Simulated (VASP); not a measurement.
ZnS:

```
Zn S
1.0
     0.00000    2.66548    2.66548
     2.66548    0.00000    2.66548
     2.66548    2.66548    0.00000
Zn S
1 1
Direct
  0.75000 0.75000 0.75000
  0.00000 0.00000 0.00000
```

This cell differs from its parent crystal: volume scaled by 0.96.

Base run:

```yaml
Program: VASP 6.6.1
Functional: LDA
Potentials_or_basis: VASP PAW LDA potentials, release 64 (Zn, S)
Cutoff: 520 eV
k_mesh: 9 × 9 × 9
Occupations: fermi-dirac, width 0.05 eV
Spin: no spin polarisation
```

Its results: band gap on the k mesh 2.07 eV, direct; pressure -1.4 GPa.

Problem. The run is repeated on the same cell with these changes: functional from LDA to PBEsol; potentials or basis from VASP PAW LDA potentials, release 64 (Zn, S) to VASP PAW PBE potentials, release 64 (Zn, S). What comes out?

Solution. Band gap on the k mesh 2.16 eV, direct; pressure 1.4 GPa.

Caveats: the PAW data sets were made with another functional, which shifts forces and pressure a little (some runs).

